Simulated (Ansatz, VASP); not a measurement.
## Two plane-wave programs on Te3O2

```
Te O
1.0
     5.18776    0.00000    0.00000
    -2.59388    4.49274    0.00000
     0.00000    0.00000    4.98267
Te O
3 2
Direct
  0.50000 0.00000 0.50000
  0.00000 0.50000 0.50000
  0.50000 0.50000 0.50000
  0.00000 0.00000 0.21968
  0.00000 0.00000 0.78032
```

Alike in both runs: task relaxation of cell and atoms; functional PBE; k mesh 6 × 6 × 4; occupations gaussian, width 0.1 eV; no spin polarisation.

|  | VASP | Ansatz |
| --- | --- | --- |
| version | VASP 6.6.1 | Ansatz 0.2.0 |
| potentials or method | VASP PAW PBE potentials, release 64 (Te, O), cutoff 600 eV | scalar-relativistic, plane waves, PAW |
| valence electrons in the cell | 30 | 60 |

|  | VASP | Ansatz | Ansatz less VASP |
| --- | --- | --- | --- |
| gap on the k mesh at the Fermi level, each at its own relaxed structure (eV) | none | none | - |
| relaxed volume (Å³/atom) | 23.63 | 23.74 | +0.111 |
| relaxed cell length with the largest relative difference (Å) | 6.087 | 6.108 | +0.0210 |

A gap of «none» marks a metal or a gap that the smearing closes. VASP's potentials hold 30 valence electrons a cell and Ansatz's 60, so a difference there can come from the potentials and not from the codes.

Neither program's run includes spin-orbit coupling.
